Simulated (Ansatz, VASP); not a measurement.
## Hf: VASP beside Ansatz

```
Hf
1.0
     3.19670    0.00000    0.00000
    -1.59835    2.76842    0.00000
     0.00000    0.00000    4.95664
Hf
2
Direct
  0.33333 0.66667 0.25000
  0.66667 0.33333 0.75000
```

Change from the starting cell: zz strain of -2 %, PAW files.

Alike in both runs: task electric field gradients; functional PBEsol; k mesh 13 × 13 × 7; occupations fermi-dirac, width 0.05 eV; no spin polarisation.

|  | VASP | Ansatz |
| --- | --- | --- |
| version | VASP 6.6.1 | Ansatz 0.2.0 |
| potentials or method | VASP PAW PBE potentials, release 64 (Hf_pv) | PAW with Ansatz's default frozen-core files, scalar-relativistic |
| plane-wave cutoff (eV) | 520 | 420 |
| valence electrons in the cell | 20 | 52 |

```csv
,VASP,Ansatz,Ansatz less VASP
pressure (GPa),-1.9,-1.5,+0.39
"traceless stress, the component that is largest in VASP (GPa)",1.67,1.74,+0.068
size of Vzz on the site where it differs most (V/Å²),103.4,114.0,+10.62
```

VASP's potentials were made for PBE, not for PBEsol. The functional is the same, so the differences come from potentials, cutoffs and numerics. VASP's potentials hold 20 valence electrons a cell and Ansatz's 52, so a difference there can come from the potentials and not from the codes.

Spin-orbit coupling is off throughout.
